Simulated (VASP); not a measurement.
Runs of VASP 6.6.1 on Ge. The structure is that of space group P6_3/mmc (No. 194), or close to it. The cells are those of the table. 

| cell | gap on the mesh (eV) | pressure (GPa) | largest force (eV/Å) |
| --- | --- | --- | --- |
| a = 3.998, b = 3.998, c = 6.599 Å, angles 90.0, 90.0, 120.0°, 4 atoms | 0.07 | (b) | 0.01 |
| a = 4.063, b = 4.063, c = 6.708 Å, angles 90.0, 90.0, 120.0°, 4 atoms | 0.06 | -3.0 | - |
| a = 3.964, b = 3.964, c = 6.544 Å, angles 90.0, 90.0, 120.0°, 4 atoms | 0.13 | 1.9 | 0.02 |
| a = 4.095, b = 4.095, c = 6.760 Å, angles 90.0, 90.0, 120.0°, 4 atoms | 0.12 | (c) | 0.01 |
| a = 3.930, b = 3.930, c = 6.488 Å, angles 90.0, 90.0, 120.0°, 4 atoms | 0.20 | 4.1 | 0.03 |
| a = 4.127, b = 4.127, c = 6.812 Å, angles 90.0, 90.0, 120.0°, 4 atoms | 0.17 | -5.3 | 0.01 |
| a = 3.895, b = 3.895, c = 6.430 Å, angles 90.0, 90.0, 120.0°, 4 atoms | 0.27 | 6.7 | (d) |
| a = 3.860, b = 3.860, c = 6.372 Å, angles 90.0, 90.0, 120.0°, 4 atoms | 0.35 | (a) | 0.06 |
| a = 4.031, b = 4.031, c = 6.654 Å, angles 90.0, 90.0, 120.0°, 4 atoms | none | -1.6 | 0.01 |

Alike in all rows: task single point; level r2SCAN; potentials or basis VASP PAW PBE potentials, release 64 (Ge_d); no spin polarisation; k mesh 7 × 7 × 4; cutoff (eV) 520; smearing methfessel-paxton 0.15 eV.

Task: Estimate the missing entries.

Result: (a) 9.6; (b) 0.0; (c) -4.3; (d) 0.05.

Caveats: the PAW data sets were made with another functional, which shifts forces and pressure a little.

A k mesh can miss the band edges, and the runs leave out spin-orbit coupling on Ge.

A gap of «none» marks levels without a gap at the run's occupations.
